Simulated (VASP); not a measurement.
A run of VASP 6.6.1 is set up as follows.

Contents of INCAR:

```
PREC = Accurate
ENCUT = 500
EDIFF = 1E-6
ISMEAR = 0
SIGMA = 0.1
LREAL = F
LASPH = T
NELM = 120
ALGO = Normal
ISIF = 2
LWAVE = F
LCHARG = F
GGA = PE
NBANDS = 96
GGA_COMPAT = F
```

File KPOINTS:

```
Automatic mesh
0
Gamma
  4 4 2
```

POSCAR

```
Ge8Mo3W
1.0
    2.3582387520     -4.1437191368      0.0000000000
    2.3582387520      4.1437191368      0.0000000000
    0.0000000000      0.0000000000      9.4470547076
Ge Mo W
8 3 1
Direct
    0.6621333113      0.3378666887      0.7495515898
    0.1618061640      0.8381938360      0.5000000000
    0.6621333113      0.3378666887      0.2504484102
    0.1620545321      0.8379454679      0.0000000000
    0.3378666887      0.6621333113      0.7495515898
    0.8381938360      0.1618061640      0.5000000000
    0.3378666887      0.6621333113      0.2504484102
    0.8379454679      0.1620545321      0.0000000000
    0.0000000000      0.0000000000      0.7495234135
    0.5000000000      0.5000000000      0.5000000000
    0.0000000000      0.0000000000      0.2504765865
    0.5000000000      0.5000000000      0.0000000000
```

Potentials or basis: VASP PAW PBE potentials, release 64 (Ge_d, Mo_sv, W_sv).

Command:

```console
$ cat potpaw_PBE.64/Ge_d/POTCAR potpaw_PBE.64/Mo_sv/POTCAR potpaw_PBE.64/W_sv/POTCAR > POTCAR
$ mpirun -np 1 vasp_std > vasp.out
```

Q: Estimate the band gap on the k mesh.

A: Zero (bands 84 and 85 overlap by 0.83 eV).

Q: Estimate the largest force.

A: 0.010 eV/Å.

Q: Predict the pressure.

A: 0.2 GPa.

Forces in eV/Å, atoms in the order of the input:
```
Ge   0.000 -0.010  0.002
Ge   0.000 -0.008  0.000
Ge   0.000 -0.010 -0.002
Ge   0.000 -0.010  0.000
Ge   0.000  0.010  0.002
Ge   0.000  0.008  0.000
Ge   0.000  0.010 -0.002
Ge   0.000  0.010  0.000
Mo   0.000  0.000 -0.004
Mo   0.000  0.000  0.000
Mo   0.000  0.000  0.004
W    0.000  0.000  0.000
```

Caveat: the k points lie up to 0.38 Å⁻¹ apart, too coarse for converged energies and pressures of a metal; spin-orbit coupling is left out, which moves the levels of the heavy elements.
